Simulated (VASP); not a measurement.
# Zr (Fm-3m) in VASP: single point with LDA

Aim: the single point of Zr with LDA.

All numbers are computed with VASP 6.6.1; they aren't measurements. Logs are shortened: lines on timing, memory, paths and dates and some standing lists are left out, and cuts for length are marked.

### Step 1. The cell of the first run

Symmetry: Fm-3m, No. 225, cubic system. Conventional cell: a = 4.421 Å, b = 4.421 Å, c = 4.421 Å, α = 90.00°, β = 90.00°, γ = 90.00°. Within 4.1 Å of Zr (site symmetry m-3m) lie 12 Zr at 3.13 Å.

### Step 2. Single point, LDA

Input file INCAR:

```
SYSTEM = Zr
PREC     = Accurate       ! precision mode
ENCUT    = 520            ! plane-wave cutoff, eV
EDIFF    = 1E-7           ! SCF threshold, eV
ISMEAR   = -1             ! smearing method
SIGMA    = 0.13605693000000002 ! smearing width, eV
LREAL    = .FALSE.        ! projectors in reciprocal space
LASPH    = .TRUE.         ! aspherical terms in the spheres
NELM     = 100            ! most SCF steps
ALGO     = Normal         ! electronic algorithm
ISIF     = 2              ! what is computed and relaxed
LWAVE    = .FALSE.        ! write WAVECAR
LCHARG   = .FALSE.        ! write CHGCAR
NBANDS   = 12             ! bands
```

Input file KPOINTS:

```
Automatic mesh
0
G
  13 13 13
  0 0 0
```

Input file POSCAR:

```
Zr
1.0
    0.0000000000      2.2107258592      2.2107258592
    2.2107258592      0.0000000000      2.2107258592
    2.2107258592      2.2107258592      0.0000000000
Zr
1
Direct
    0.0000000000      0.0000000000      0.0000000000
```

Potentials or basis: VASP PAW LDA potentials, release 64 (Zr_sv).

Started as:

```console
$ cat potpaw_LDA.64/Zr_sv/POTCAR > POTCAR
$ mpirun -np 1 vasp_std > vasp.out
```

OUTCAR:

```text
SYSTEM = Zr
   PREC = Accurate
   ENCUT = 520
   EDIFF = 1E-7
   ISMEAR = -1
   LREAL = .FALSE.
   LASPH = .TRUE.
   NELM = 100
   ISIF = 2

 ion  position               nearest neighbor table
   1  0.000  0.000  0.000-

  LATTYP: Found a face centered cubic cell.
 ALAT       =     4.4214517184

  Lattice vectors:

 A1 = (   0.0000000000,   2.2107258592,   2.2107258592)
 A2 = (   2.2107258592,   0.0000000000,   2.2107258592)
 A3 = (   2.2107258592,   2.2107258592,   0.0000000000)

Analysis of symmetry for initial positions (statically):
=====================================================================
 Subroutine PRICEL returns:
 Original cell was already a primitive cell.

 Routine SETGRP: Setting up the symmetry group for a
 face centered cubic supercell.

 Subroutine GETGRP returns: Found 48 space group operations
 (whereof 48 operations were pure point group operations)
 out of a pool of 48 trial point group operations.

The static configuration has the point symmetry O_h .

Analysis of symmetry for dynamics (positions and initial velocities):
=====================================================================
 Subroutine PRICEL returns:
 Original cell was already a primitive cell.

 Routine SETGRP: Setting up the symmetry group for a
 face centered cubic supercell.

 Subroutine GETGRP returns: Found 48 space group operations
 (whereof 48 operations were pure point group operations)
 out of a pool of 48 trial point group operations.

The dynamic configuration has the point symmetry O_h .

 Subroutine INISYM returns: Found 48 space group operations
 (whereof 48 operations are pure point group operations),
 and found     1 'primitive' translations

----------------------------------------------------------------------------------------

                                     Primitive cell

  volume of cell :      21.6090

  direct lattice vectors                    reciprocal lattice vectors
     0.000000000  2.210725859  2.210725859    -0.226170060  0.226170060  0.226170060
     2.210725859  0.000000000  2.210725859     0.226170060 -0.226170060  0.226170060
     2.210725859  2.210725859  0.000000000     0.226170060  0.226170060 -0.226170060

  length of vectors
     3.126438493  3.126438493  3.126438493     0.391738035  0.391738035  0.391738035

  position of ions in fractional coordinates (direct lattice)
     0.000000000  0.000000000  0.000000000

  ion indices of the primitive-cell ions
   primitive index   ion index
                 1           1

----------------------------------------------------------------------------------------

 KPOINTS: Automatic mesh

Automatic generation of k-mesh.
 Grid dimensions read from file:
 generate k-points for:   13   13   13

 Generating k-lattice:

  Cartesian coordinates                     Fractional coordinates (reciprocal lattice)
    -0.017397697  0.017397697  0.017397697     0.076923077  0.000000000  0.000000000
     0.017397697 -0.017397697  0.017397697     0.000000000  0.076923077  0.000000000
     0.017397697  0.017397697 -0.017397697     0.000000000  0.000000000  0.076923077

  Length of vectors
     0.030133695  0.030133695  0.030133695

  Shift w.r.t. Gamma in fractional coordinates (k-lattice)
     0.000000000  0.000000000  0.000000000

 Subroutine IBZKPT returns following result:
 ===========================================

 Found     84 irreducible k-points:

 Following reciprocal coordinates:
            Coordinates               Weight
  0.000000  0.000000  0.000000      1.000000
  0.076923  0.000000  0.000000      8.000000
  0.153846  0.000000  0.000000      8.000000
  0.230769  0.000000  0.000000      8.000000
  0.307692  0.000000  0.000000      8.000000
  0.384615  0.000000  0.000000      8.000000
[... 16 lines left out ...]
  0.384615  0.153846  0.000000     24.000000
  0.461538  0.153846  0.000000     24.000000
 [... further k-points ...]
   k-points           NKPTS =     84   k-points in BZ     NKDIM =     84   number of bands    NBANDS=     12
   number of dos      NEDOS =    301   number of ions     NIONS =      1
   total plane-waves  NPLWV =  13824
   dimension x,y,z NGX =    24 NGY =   24 NGZ =   24
   dimension x,y,z NGXF=    48 NGYF=   48 NGZF=   48
   ions per type =               1
   NGX,Y,Z   is equivalent  to a cutoff of  12.76, 12.76, 12.76 a.u.
   NGXF,Y,Z  is equivalent  to a cutoff of  25.52, 25.52, 25.52 a.u.
 SYSTEM =  Zr
   PREC   = accura    normal or accurate (medium, high low for compatibility)
   ISTART =      0    job   : 0-new  1-cont  2-samecut
   ICHARG =      2    charge: 1-file 2-atom 10-const
   ISPIN  =      1    spin polarized calculation?
   LNONCOLLINEAR =      F non collinear calculations
   LSORBIT =      F    spin-orbit coupling
   LASPH  =      T    aspherical Exc in radial PAW
   ENCUT  =  520.0 eV  38.22 Ry    6.18 a.u.   5.81  5.81  5.81*2*pi/ulx,y,z
   NELM   =    100;   NELMIN=  2; NELMDL= -5     # of ELM steps
   EDIFF  = 0.1E-06   stopping-criterion for ELM
   LREAL  =      F    real-space projection
   EDIFFG = 0.1E-05   stopping-criterion for IOM
   NSW    =      0    number of steps for IOM
   IBRION =     -1    ionic relax: 0-MD 1-quasi-New 2-CG
   NFREE  =      0    steps in history (QN), initial steepest desc. (CG)
   ISIF   =      2    stress and relaxation
   ISYM   =      2    0-nonsym 1-usesym 2-fastsym
   POTIM  = 0.5000    time-step for ionic-motion
   TEBEG  =    0.0;   TEEND  =   0.0 temperature during run
   PSTRESS=    0.0 pullay stress
   NELECT =      12.0000    total number of electrons
   NUPDOWN=      -1.0000    fix difference up-down
   EMIN   =  10.00;   EMAX   =-10.00  energy-range for DOS
   EFERMI =   0.00;   METHOD = LEGACY
   ISMEAR =    -1;   SIGMA  =   0.14  broadening in eV -4-tet -1-fermi 0-gaus
   EFERMI_NEDOS =   21; number of points for ismear=-14 and -15
   IALGO  =     38    algorithm
   IMIX   =      4    mixing-type and parameters
     AMIX     =   0.40;   BMIX     =  1.00
     AMIX_MAG =   1.60;   BMIX_MAG =  1.00
  volume/ion in A,a.u.               =      21.61       145.82
  Fermi-wavevector in a.u.,A,eV,Ry     =   1.345624  2.542860 24.636119  1.810704
  Thomas-Fermi vector in A             =   2.473522
   LORBIT       =      0    0 simple, 1 ext, 2 COOP (PROOUT), +10 PAW based schemes
   GGA     = CA    functional components
   LHFCALC =     F    Hartree Fock is set to
   AEXX    =    0.0000 exact exchange contribution
   IVDW    =     0    specifies the selected vdW correction
   LEPSILON=     F    determine dielectric tensor
   LRPA    =     F    only Hartree local field effects (RPA)
 non-spin polarized calculation
  energy-cutoff  :      520.00
  volume of cell :       21.61
 maximum number of plane-waves:       592
   NGX = 11   NGY = 11   NGZ = 11

 number of electron      12.0000000 magnetization

 Free energy of the ion-electron system (eV)
  ---------------------------------------------------
  ext. energy  EPLUGINS =         0.00000000
  ---------------------------------------------------
  free energy    TOTEN  =        -9.30841736 eV

  energy without entropy =       -9.22425267  energy(sigma->0) =       -9.26633501

 E-fermi :   9.5431     XC(G=0): -11.6372

 val. band max:        9.5361880694   @ k =  -0.2308   0.2308   0.0769
 cond. band min:       9.5441536842   @ k =  -0.3077   0.3077   0.0769
 fundamental gap:      0.0079656148
 Fermi energy:         9.5431044740

 k-point     1 :       0.0000    0.0000    0.0000
  band No.  band energies     occupation
      1     -38.7579      2.00000
      2     -16.2893      2.00000
      3     -16.2893      2.00000
      4     -16.2893      2.00000
      5       3.9019      2.00000
      6      10.5087      0.00165
      7      10.5087      0.00165
      8      10.5087      0.00165
      9      13.1497      0.00000
     10      13.1497      0.00000
     11      20.2480      0.00000
     12      24.6503      0.00000

 k-point     2 :       0.0769    0.0000    0.0000
  band No.  band energies     occupation
      1     -38.7469      2.00000
      2     -16.3658      2.00000
      3     -16.2986      2.00000
      4     -16.2986      2.00000
      5       4.1097      2.00000
      6      10.3211      0.00655
      7      10.6056      0.00081
      8      10.6056      0.00081
      9      13.0499      0.00000
     10      13.0499      0.00000
     11      20.6918      0.00000
     12      23.8622      0.00000

 k-point     3 :       0.1538    0.0000    0.0000
  band No.  band energies     occupation
      1     -38.7163      2.00000
      2     -16.5737      2.00000
      3     -16.3240      2.00000
      4     -16.3240      2.00000
      5       4.6830      2.00000
      6       9.9048      0.13097
      7      10.8152      0.00017
      8      10.8152      0.00017
      9      12.8932      0.00000
     10      12.8932      0.00000
     11      21.6023      0.00000
     12      22.8085      0.00000
[... 286 lines left out ...]
 k-point    23 :       0.3846    0.1538    0.0000
  band No.  band energies     occupation
      1     -38.5877      2.00000
      2     -17.2115      2.00000
      3     -16.5282      2.00000
      4     -16.5029      2.00000
      5       6.7997      2.00000
      6       8.9812      1.96833
      7      10.0274      0.05533
      8      11.3360      0.00000
      9      13.9937      0.00000
     10      14.8167      0.00000
     11      21.0703      0.00000
     12      23.3199      0.00000

 k-point    24 :       0.4615    0.1538    0.0000
  band No.  band energies     occupation
      1     -38.5571      2.00000
      2     -17.3722      2.00000
      3     -16.5882      2.00000
      4     -16.5123      2.00000
      5       7.0039      2.00000
      6       9.1957      1.85557
      7      10.1369      0.02513
      8      11.1003      0.00002
      9      15.2372      0.00000
     10      15.2450      0.00000
     11      20.0022      0.00000
     12      22.0961      0.00000

 [... further k-points ...]

------------------------ aborting loop because EDIFF is reached ----------------------------------------

  FORCE on cell =-STRESS in cart. coord.  units (eV):
  Direction    XX          YY          ZZ          XY          YZ          ZX
  --------------------------------------------------------------------------------------
  -------------------------------------------------------------------------------------
  Total        0.0289783      0.0289783      0.0289783      0.0000000      0.0000000      0.0000000
  in kB        2.1485654      2.1485654      2.1485654      0.0000000      0.0000000      0.0000000
  external PRESSURE =       2.1485654 kB  Pullay stress =       0.0000000 kB

 VOLUME and BASIS-vectors are now :
 -----------------------------------------------------------------------------
  energy-cutoff  :      520.00
  volume of cell :       21.61
      direct lattice vectors                 reciprocal lattice vectors
     0.000000000  2.210725859  2.210725859    -0.226170060  0.226170060  0.226170060
     2.210725859  0.000000000  2.210725859     0.226170060 -0.226170060  0.226170060
     2.210725859  2.210725859  0.000000000     0.226170060  0.226170060 -0.226170060

 POSITION                                       TOTAL-FORCE (eV/Angst)
 -----------------------------------------------------------------------------------
      0.00000      0.00000      0.00000         0.000000      0.000000      0.000000
 -----------------------------------------------------------------------------------
    total drift:                                0.000000      0.000000     -0.000000

  FREE ENERGIE OF THE ION-ELECTRON SYSTEM (eV)
  ---------------------------------------------------
  free  energy   TOTEN  =        -9.3084173554 eV

  energy  without entropy=       -9.2242526743  energy(sigma->0) =       -9.26633501
```

Wall time 7.3 s (1 thread of Intel Xeon Platinum 8488C (Sapphire Rapids), shared host); peak memory 0.14 GiB.

What came out:

```yaml
Free_energy: -9.3084 eV
Pressure: 0.2 GPa
Band_gap_on_the_k_mesh: zero (band 6 reaches 10.51 eV, above the bottom of band 7 at 8.95 eV)
```
